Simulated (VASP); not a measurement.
# ZnSe7 (Cmmm) in VASP: further runs

The runs below take ZnSe7 through single point, relaxation of cell and atoms, with PBE.

Everything below comes from runs of VASP 6.6.1. Logs are shortened: lines on timing, memory, paths and dates and some standing lists are left out, and cuts for length are marked.

### Step 1. The cell of the first run

It takes space group Cmmm (No. 65, orthorhombic). The conventional cell has a = 6.617 Å, b = 7.242 Å, c = 7.346 Å, α = 90.00°, β = 90.00°, γ = 90.00°. Zn (site symmetry mmm) has 16 Se at 2.99 to 4.05 Å within 4.1 Å. Within 3.7 Å of Se (site symmetry 2mm) lie 8 Se at 2.68 to 3.62 Å. Within 3.7 Å of Se (site symmetry 2) lie 9 Se at 2.68 to 3.62 Å and 2 Zn at 2.99 Å. Se (site symmetry mmm) has 12 Se at 2.99 to 4.01 Å and 4 Zn at 3.31 to 3.62 Å within 4.1 Å.

The cell was generated, and may not be a known phase.

### Step 2. Single point, PBE

Input file INCAR:

```
ALGO = Normal ; EDIFF = 1E-7
ENCUT = 520 ; GGA = PE
ISIF = 2 ; ISMEAR = 0
LASPH = True ; LCHARG = False
LREAL = False ; LWAVE = False
NBANDS = 37 ; NELM = 80
PREC = Accurate ; SIGMA = 0.2
```

Input file KPOINTS:

```
k-points
0
Gamma
  3 3 2
```

Input file POSCAR:

```
ZnSe7
1.0
    3.6212116667     -3.3086152741      0.0000000000
    3.6212116667      3.3086152741      0.0000000000
    0.0000000000      0.0000000000      7.3460969934
Zn Se
1 7
Direct
    0.5000000000      0.5000000000      0.0000000000
    0.7561818903      0.2438181097      0.5000000000
    0.2438181097      0.7561818903      0.5000000000
    0.0000000000      0.5000000000      0.2319129645
    0.5000000000      0.0000000000      0.7680870355
    0.0000000000      0.5000000000      0.7680870355
    0.5000000000      0.0000000000      0.2319129645
    0.0000000000      0.0000000000      0.0000000000
```

Potentials or basis: VASP PAW PBE potentials, release 64 (Zn, Se).

On the command line:

```sh
$ cat potpaw_PBE.64/Zn/POTCAR potpaw_PBE.64/Se/POTCAR > POTCAR
$ mpirun -np 1 vasp_std > vasp.out
```

OUTCAR:

```text
EDIFF = 1E-7
   ENCUT = 520
   GGA = PE
   ISIF = 2
   ISMEAR = 0
   LASPH = True
   LREAL = False
   NELM = 80
   PREC = Accurate

 ion  position               nearest neighbor table
   1  0.500  0.500  0.000-
   2  0.756  0.244  0.500-   4 2.68   5 2.68   6 2.68   7 2.68
   3  0.244  0.756  0.500-   4 2.68   5 2.68   6 2.68   7 2.68
   4  0.000  0.500  0.232-   2 2.68   3 2.68
   5  0.500  0.000  0.768-   2 2.68   3 2.68
   6  0.000  0.500  0.768-   2 2.68   3 2.68
   7  0.500  0.000  0.232-   2 2.68   3 2.68
   8  0.000  0.000  0.000-

  LATTYP: Found a base centered orthorhombic cell.
 ALAT       =     6.6172305482
 B/A-ratio  =     1.0944795229
 C/A-ratio  =     1.1101467510

  Lattice vectors:

 A1 = (  -3.6212116667,  -3.3086152741,   0.0000000000)
 A2 = (   3.6212116667,  -3.3086152741,   0.0000000000)
 A3 = (   0.0000000000,   0.0000000000,   7.3460969934)

Analysis of symmetry for initial positions (statically):
=====================================================================
 Subroutine PRICEL returns:
 Original cell was already a primitive cell.

 Routine SETGRP: Setting up the symmetry group for a
 base centered orthorhombic supercell.

 Subroutine GETGRP returns: Found  8 space group operations
 (whereof  8 operations were pure point group operations)
 out of a pool of  8 trial point group operations.

The static configuration has the point symmetry D_2h.

Analysis of symmetry for dynamics (positions and initial velocities):
=====================================================================
 Subroutine PRICEL returns:
 Original cell was already a primitive cell.

 Routine SETGRP: Setting up the symmetry group for a
 base centered orthorhombic supercell.

 Subroutine GETGRP returns: Found  8 space group operations
 (whereof  8 operations were pure point group operations)
 out of a pool of  8 trial point group operations.

The dynamic configuration has the point symmetry D_2h.

 Subroutine INISYM returns: Found  8 space group operations
 (whereof  8 operations are pure point group operations),
 and found     1 'primitive' translations

----------------------------------------------------------------------------------------

                                     Primitive cell

  volume of cell :     176.0301

  direct lattice vectors                    reciprocal lattice vectors
     3.621211667 -3.308615274  0.000000000     0.138075331 -0.151120623  0.000000000
     3.621211667  3.308615274  0.000000000     0.138075331  0.151120623  0.000000000
     0.000000000  0.000000000  7.346096993     0.000000000  0.000000000  0.136126708

  length of vectors
     4.905110495  4.905110495  7.346096993     0.204700365  0.204700365  0.136126708

  position of ions in fractional coordinates (direct lattice)
     0.500000000  0.500000000  0.000000000
     0.756181890  0.243818110  0.500000000
     0.243818110  0.756181890  0.500000000
     0.000000000  0.500000000  0.231912964
     0.500000000  0.000000000  0.768087036
     0.000000000  0.500000000  0.768087036
     0.500000000  0.000000000  0.231912964
     0.000000000  0.000000000  0.000000000

  ion indices of the primitive-cell ions
   primitive index   ion index
                 1           1
                 2           2
                 3           3
                 4           4
                 5           5
                 6           6
                 7           7
                 8           8

----------------------------------------------------------------------------------------

 KPOINTS: k-points

Automatic generation of k-mesh.
 Grid dimensions read from file:
 generate k-points for:    3    3    2

 Generating k-lattice:

  Cartesian coordinates                     Fractional coordinates (reciprocal lattice)
     0.046025110 -0.050373541  0.000000000     0.333333333  0.000000000  0.000000000
     0.046025110  0.050373541  0.000000000     0.000000000  0.333333333  0.000000000
     0.000000000  0.000000000  0.068063354     0.000000000  0.000000000  0.500000000

  Length of vectors
     0.068233455  0.068233455  0.068063354

  Shift w.r.t. Gamma in fractional coordinates (k-lattice)
     0.000000000  0.000000000  0.000000000

 Subroutine IBZKPT returns following result:
 ===========================================

 Found      8 irreducible k-points:

 Following reciprocal coordinates:
            Coordinates               Weight
  0.000000  0.000000  0.000000      1.000000
  0.333333  0.000000  0.000000      4.000000
  0.333333  0.333333  0.000000      2.000000
 -0.333333  0.333333  0.000000      2.000000
  0.000000  0.000000  0.500000      1.000000
  0.333333  0.000000  0.500000      4.000000
  0.333333  0.333333  0.500000      2.000000
 -0.333333  0.333333  0.500000      2.000000
   k-points           NKPTS =      8   k-points in BZ     NKDIM =      8   number of bands    NBANDS=     37
   number of dos      NEDOS =    301   number of ions     NIONS =      8
[... 33 lines left out ...]
   IALGO  =     38    algorithm
   IMIX   =      4    mixing-type and parameters
     AMIX     =   0.40;   BMIX     =  1.00
     AMIX_MAG =   1.60;   BMIX_MAG =  1.00
  volume/ion in A,a.u.               =      22.00       148.49
  Fermi-wavevector in a.u.,A,eV,Ry     =   1.104105  2.086456 16.586160  1.219048
  Thomas-Fermi vector in A             =   2.240573
   LORBIT       =      0    0 simple, 1 ext, 2 COOP (PROOUT), +10 PAW based schemes
   GGA     = PE    functional components
   LHFCALC =     F    Hartree Fock is set to
   AEXX    =    0.0000 exact exchange contribution
   IVDW    =     0    specifies the selected vdW correction
   LEPSILON=     F    determine dielectric tensor
   LRPA    =     F    only Hartree local field effects (RPA)
 non-spin polarized calculation
 Gauss-broadening in eV      SIGMA  =   0.20
  energy-cutoff  :      520.00
  volume of cell :      176.03
 maximum number of plane-waves:      4767
   NGX = 19   NGY = 19   NGZ = 27

 number of electron      54.0000011 magnetization

 Free energy of the ion-electron system (eV)
  ---------------------------------------------------
  ext. energy  EPLUGINS =         0.00000000
  ---------------------------------------------------
  free energy    TOTEN  =       -23.60955403 eV

  energy without entropy =      -23.51270947  energy(sigma->0) =      -23.56113175

 E-fermi :   3.9680     XC(G=0): -10.0223

 val. band max:        3.9309623252   @ k =   0.0000   0.0000   0.5000
 cond. band min:       3.9985684211   @ k =   0.3333   0.3333   0.5000
 fundamental gap:      0.0676060959
 Fermi energy:         3.9680404189

 k-point     1 :       0.0000    0.0000    0.0000
  band No.  band energies     occupation
      1     -11.4883      2.00000
      2      -9.4549      2.00000
      3      -9.2771      2.00000
      4      -8.5741      2.00000
      5      -8.4854      2.00000
      6      -7.9188      2.00000
[... 29 lines left out ...]
     36       8.2999      0.00000
     37       8.9304      0.00000

 k-point     2 :       0.3333    0.0000    0.0000
  band No.  band energies     occupation
      1     -11.0426      2.00000
      2      -9.8244      2.00000
      3      -9.1152      2.00000
      4      -9.0375      2.00000
      5      -8.3508      2.00000
      6      -7.7797      2.00000
[... 29 lines left out ...]
     36       9.1275      0.00000
     37       9.6201      0.00000

 k-point     3 :       0.3333    0.3333    0.0000
  band No.  band energies     occupation
      1     -10.5161      2.00000
      2     -10.2130      2.00000
      3      -8.9612      2.00000
      4      -8.9325      2.00000
      5      -8.4540      2.00000
      6      -8.1311      2.00000
[... 29 lines left out ...]
     36      10.2485      0.00000
     37      10.9012      0.00000
[... 121 lines left out ...]
 k-point     7 :       0.3333    0.3333    0.5000
  band No.  band energies     occupation
      1     -10.1780      2.00000
      2     -10.1003      2.00000
      3      -9.9077      2.00000
      4      -8.8491      2.00000
      5      -8.3528      2.00000
      6      -8.0609      2.00000
[... 29 lines left out ...]
     36       9.7723      0.00000
     37      10.4304      0.00000

 k-point     8 :      -0.3333    0.3333    0.5000
  band No.  band energies     occupation
      1     -10.5668      2.00000
      2      -9.8300      2.00000
      3      -9.0478      2.00000
      4      -8.9811      2.00000
      5      -8.8850      2.00000
      6      -8.3235      2.00000
[... 29 lines left out ...]
     36      10.0578      0.00000
     37      10.2928      0.00000

------------------------ aborting loop because EDIFF is reached ----------------------------------------

  FORCE on cell =-STRESS in cart. coord.  units (eV):
  Direction    XX          YY          ZZ          XY          YZ          ZX
  --------------------------------------------------------------------------------------
  -------------------------------------------------------------------------------------
  Total        0.1086481      0.5941434     -0.5845694      0.0000000      0.0000000      0.0000000
  in kB        0.9888851      5.4077307     -5.3205904      0.0000000      0.0000000      0.0000000
  external PRESSURE =       0.3586751 kB  Pullay stress =       0.0000000 kB

 VOLUME and BASIS-vectors are now :
 -----------------------------------------------------------------------------
  energy-cutoff  :      520.00
  volume of cell :      176.03
      direct lattice vectors                 reciprocal lattice vectors
     3.621211667 -3.308615274  0.000000000     0.138075331 -0.151120623  0.000000000
     3.621211667  3.308615274  0.000000000     0.138075331  0.151120623  0.000000000
     0.000000000  0.000000000  7.346096993     0.000000000  0.000000000  0.136126708

 POSITION                                       TOTAL-FORCE (eV/Angst)
 -----------------------------------------------------------------------------------
      3.62121      0.00000      0.00000        -0.000000      0.000000      0.000000
      3.62121     -1.69521      3.67305        -0.000000     -0.014541      0.000000
      3.62121      1.69521      3.67305        -0.000000      0.014541      0.000000
      1.81061      1.65431      1.70366        -0.000000      0.000000      0.007334
      1.81061     -1.65431      5.64244         0.000000      0.000000     -0.007334
      1.81061      1.65431      5.64244         0.000000     -0.000000     -0.007334
      1.81061     -1.65431      1.70366        -0.000000     -0.000000      0.007334
      0.00000      0.00000      0.00000        -0.000000     -0.000000      0.000000
 -----------------------------------------------------------------------------------
    total drift:                                0.000000      0.000000      0.000000

  FREE ENERGIE OF THE ION-ELECTRON SYSTEM (eV)
  ---------------------------------------------------
  free  energy   TOTEN  =       -23.6095540347 eV

  energy  without entropy=      -23.5127094681  energy(sigma->0) =      -23.56113175
```

It took 27 s on 1 thread of Intel Xeon 6975P-C (Granite Rapids), shared host; peak memory 0.26 GiB.

Results:

| Property | Result |
| --- | --- |
| Free energy | -23.6096 eV |
| Pressure | 0.0 GPa |
| Largest force | 0.015 eV/Å |
| Band gap on the k mesh | zero (bands 27 and 28 overlap by 0.92 eV) |

Forces in eV/Å, atoms in the order of the input:
```
Zn   0.000  0.000  0.000
Se   0.000 -0.015  0.000
Se   0.000  0.015  0.000
Se   0.000  0.000  0.007
Se   0.000  0.000 -0.007
Se   0.000  0.000 -0.007
Se   0.000  0.000  0.007
Se   0.000  0.000  0.000
```

Levels at points of the mesh, in eV from the Fermi level:
| k point | band 25 | band 26 | band 27 | band 28 | band 29 | band 30 |
| --- | --- | --- | --- | --- | --- | --- |
| (0.00, 0.00, 0.00) | -0.97 | -0.60 | 0.40 | 0.64 | 0.91 | 1.56 |
| (0.00, 0.00, 0.50) | -1.02 | -0.81 | -0.12 | -0.04 | 0.61 | 1.55 |

Caveat: the k points lie up to 0.43 Å⁻¹ apart, too coarse for converged energies and pressures of a metal.

### Step 3. Relaxation of cell and atoms, PBE

This run uses another cell than the first one, of 32.83 Å³/atom.

Input file INCAR:

```
PREC = Accurate
ENCUT = 600
EDIFF = 1E-6
ISMEAR = 0
SIGMA = 0.2
LREAL = F
LASPH = T
NELM = 60
ALGO = Normal
ISIF = 3
LWAVE = F
LCHARG = F
GGA = PE
IBRION = 2
NSW = 36
EDIFFG = -0.08
```

Input file KPOINTS:

```
Automatic mesh
0
Gamma
  3 3 2
```

Input file POSCAR:

```
ZnSe7
1.0
    4.1632538000     -4.3048236200      0.0000000000
    4.1632538000      4.3048236200      0.0000000000
    0.0000000000      0.0000000000      7.3268495800
Zn Se
1 7
Direct
    0.5000000000      0.5000000000      0.0000000000
    0.6951493400      0.3048506600      0.5000000000
    0.3048506600      0.6951493400      0.5000000000
    0.0000000000      0.5000000000      0.1794362300
    0.5000000000      0.0000000000      0.8205637700
    0.0000000000      0.5000000000      0.8205637700
    0.5000000000      0.0000000000      0.1794362300
    0.0000000000      0.0000000000      0.0000000000
```

Potentials or basis: VASP PAW PBE potentials, release 64 (Zn, Se).

On the command line:

```sh
$ cat potpaw_PBE.64/Zn/POTCAR potpaw_PBE.64/Se/POTCAR > POTCAR
$ mpirun -np 1 vasp_std > vasp.out
```

Wall time 11 min (1 thread of Intel Xeon 6975P-C (Granite Rapids), shared host); peak memory 0.43 GiB.

Results (log left out):

```yaml
Free_energy: -23.6612 eV
Relaxed_volume: 22.36 Å³/atom
Relaxed_cell: a = 4.996 Å, b = 4.996 Å, c = 7.169 Å, α = 90.00°, β = 90.00°, γ = 88.92°
Space_group_after_relaxing_to_0.1_Å: Cmmm (No. 65)
Energy_gained_by_relaxing: 483.4 meV/atom
Ionic_steps: 21
Pressure_after_relaxing: -0.2 GPa
Largest_force_after_relaxing: 0.022 eV/Å
Band_gap_on_the_k_mesh: zero (bands 27 and 28 overlap by 1.06 eV)
```

Forces on the atoms (eV/Å):
```
Zn   0.000  0.000  0.000
Se   0.000 -0.018  0.000
Se   0.000  0.018  0.000
Se   0.000  0.000 -0.022
Se   0.000  0.000  0.022
Se   0.000  0.000  0.022
Se   0.000  0.000 -0.022
Se   0.000  0.000  0.000
```

Step by step:
```tsv
step	energy change (eV)	largest force (eV/Å)	pressure (GPa)	volume (Å³)
1	0.0000	0.4570	-7.01	262.62
2	-1.6205	1.3854	-1.84	211.72
3	-1.6664	1.7041	-0.22	204.22
4	-2.3689	1.3800	1.07	189.96
5	-1.2927	2.5323	19.64	149.91
6	-2.7751	0.9555	3.51	178.55
7	-2.8196	0.9874	5.67	172.16
8	-3.2846	1.0646	2.20	178.06
9	-3.3438	1.0556	1.17	180.59
10	-3.3480	1.0519	0.87	181.39
11	-3.4415	0.8728	-0.15	183.86
12	-3.5356	0.5790	-2.01	189.25
13	-3.6095	0.5323	-1.31	186.80
14	-3.6971	0.4203	0.65	181.00
15	-3.6986	0.4081	1.03	180.01
16	-3.7572	0.3127	0.82	179.98
17	-3.8381	0.2259	0.37	179.87
18	-3.8395	0.2551	0.35	179.85
19	-3.8567	0.0793	-0.71	181.50
20	-3.8567	0.0781	-0.71	181.51
21	-3.8676	0.0225	-0.16	178.91
```

Final structure:
```cif
data_structure
_symmetry_space_group_name_H-M 'P 1'
_symmetry_Int_Tables_number 1
_cell_length_a 4.9960
_cell_length_b 4.9960
_cell_length_c 7.1693
_cell_angle_alpha 90.000
_cell_angle_beta 90.000
_cell_angle_gamma 88.921
_cell_volume 178.91
loop_
_atom_site_label
_atom_site_type_symbol
_atom_site_fract_x
_atom_site_fract_y
_atom_site_fract_z
_atom_site_occupancy
Zn1 Zn 0.50000 0.50000 0.00000 1
Se1 Se 0.76980 0.23020 0.50000 1
Se2 Se 0.23020 0.76980 0.50000 1
Se3 Se 0.00000 0.50000 0.22561 1
Se4 Se 0.50000 0.00000 0.77439 1
Se5 Se 0.00000 0.50000 0.77439 1
Se6 Se 0.50000 0.00000 0.22561 1
Se7 Se 0.00000 0.00000 0.00000 1
```

Levels at points of the mesh, in eV from the Fermi level:
| k point | band 24 | band 25 | band 26 | band 27 | band 28 | band 29 | band 30 | band 31 |
| --- | --- | --- | --- | --- | --- | --- | --- | --- |
| (0.00, 0.00, 0.00) | -0.83 | -0.83 | -0.46 | -0.18 | 0.40 | 0.74 | 1.75 | 1.93 |
| (0.00, 0.00, 0.50) | -1.82 | -1.45 | -0.83 | -0.82 | 0.11 | 0.90 | 1.57 | 1.74 |

Caveat: the k points lie up to 0.44 Å⁻¹ apart in the final cell, too coarse for converged energies and pressures of a metal; the volume moved by over 15 % at a fixed basis, so the end points are rough.

### Step 4. Single point, PBE

This run uses another cell than the first one, of 22.67 Å³/atom.

Input file INCAR:

```
SYSTEM = ZnSe7
PREC     = Accurate       ! precision mode
ENCUT    = 520            ! plane-wave cutoff, eV
EDIFF    = 1E-6           ! SCF threshold, eV
ISMEAR   = 0              ! smearing method
SIGMA    = 0.1            ! smearing width, eV
LREAL    = .False.        ! projectors in reciprocal space
LASPH    = .True.         ! aspherical terms in the spheres
NELM     = 100            ! most SCF steps
ALGO     = Normal         ! electronic algorithm
ISIF     = 2              ! what is computed and relaxed
LWAVE    = .False.        ! write WAVECAR
LCHARG   = .False.        ! write CHGCAR
GGA      = PE             ! functional
NBANDS   = 37             ! bands
```

Input file KPOINTS:

```
Automatic mesh
0
Gamma
  6 6 6
  0 0 0
```

Input file POSCAR:

```
ZnSe7
1.0
    3.6332149280     -3.5571025052      0.0000000000
    3.6332149280      3.5571025052      0.0000000000
    0.0000000000      0.0000000000      7.0155519374
Zn Se
1 7
Direct
    0.5000000000      0.5000000000      0.0000000000
    0.7643155395      0.7643155395      0.5000000000
    0.2356844605      0.2356844605      0.5000000000
    0.5000000000      0.0000000000      0.2204581711
    0.0000000000      0.5000000000      0.7795418289
    0.5000000000      0.0000000000      0.7795418289
    0.0000000000      0.5000000000      0.2204581711
    0.0000000000      0.0000000000      0.0000000000
```

On the command line:

```sh
$ cat potpaw_PBE.64/Zn/POTCAR potpaw_PBE.64/Se/POTCAR > POTCAR
$ mpirun -np 1 vasp_std > vasp.out
```

Wall time 2.6 min (1 thread of Intel Xeon 6975P-C (Granite Rapids), shared host); peak memory 0.46 GiB.

It converged, with:

* Free energy: -23.6546 eV
* Pressure: 0.0 GPa
* Largest force: 0.005 eV/Å
* Band gap on the k mesh: zero (bands 27 and 28 overlap by 1.12 eV)

Forces on the atoms (eV/Å):
```
Zn   0.000  0.000  0.000
Se   0.005  0.000  0.000
Se  -0.005  0.000  0.000
Se   0.000  0.000 -0.003
Se   0.000  0.000  0.003
Se   0.000  0.000  0.003
Se   0.000  0.000 -0.003
Se   0.000  0.000  0.000
```

Levels at points of the mesh, in eV from the Fermi level:
| k point | band 25 | band 26 | band 27 | band 28 | band 29 | band 30 |
| --- | --- | --- | --- | --- | --- | --- |
| (0.00, 0.00, 0.00) | -0.76 | -0.63 | -0.44 | -0.08 | 0.22 | 1.53 |
| (0.50, 0.00, 0.00) | -1.40 | -1.21 | -1.20 | 0.28 | 0.83 | 0.96 |
| (0.50, 0.50, 0.00) | -0.63 | -0.55 | -0.23 | -0.10 | 0.21 | 1.47 |
| (0.00, 0.00, 0.50) | -1.77 | -1.22 | -1.08 | 0.11 | 0.97 | 1.18 |
| (0.50, 0.00, 0.50) | -0.96 | -0.47 | -0.35 | 0.18 | 0.62 | 1.44 |
| (0.50, 0.50, 0.50) | -0.34 | -0.29 | -0.14 | -0.14 | 0.12 | 1.66 |

### Step 5. The runs side by side

| task | cell | k mesh | cutoff (eV) | smearing | gap on the mesh (eV) | pressure (GPa) | largest force (eV/Å) |
| --- | --- | --- | --- | --- | --- | --- | --- |
| single point | a = 4.905, b = 4.905, c = 7.346 Å, angles 90.0, 90.0, 84.8°, 8 atoms, atomic positions A | 3 × 3 × 2 | 520 | gaussian 0.2 eV | none | 0.0 | 0.01 |
| relaxation of cell and atoms | relaxed from a = 5.989, b = 5.989, c = 7.327 Å, angles 90.0, 90.0, 91.9°, 8 atoms, atomic positions B | 3 × 3 × 2 | 600 | gaussian 0.2 eV | none | -0.2 | 0.02 |
| single point | a = 5.085, b = 5.085, c = 7.016 Å, angles 90.0, 90.0, 88.8°, 8 atoms, atomic positions C | 6 × 6 × 6 | 520 | gaussian 0.1 eV | none | 0.0 | 0.01 |

Alike in all rows: level PBE; potentials or basis VASP PAW PBE potentials, release 64 (Zn, Se); no spin polarisation.

Caveats: some runs use coarse meshes; the volume moved by over 15 % at a fixed basis, so the end points are rough (at least some runs).

Total energies depend on the potentials used, so only differences within one code and one set of settings carry meaning.

The gap in the log of VASP goes by the Fermi energy; the results here count the filled bands.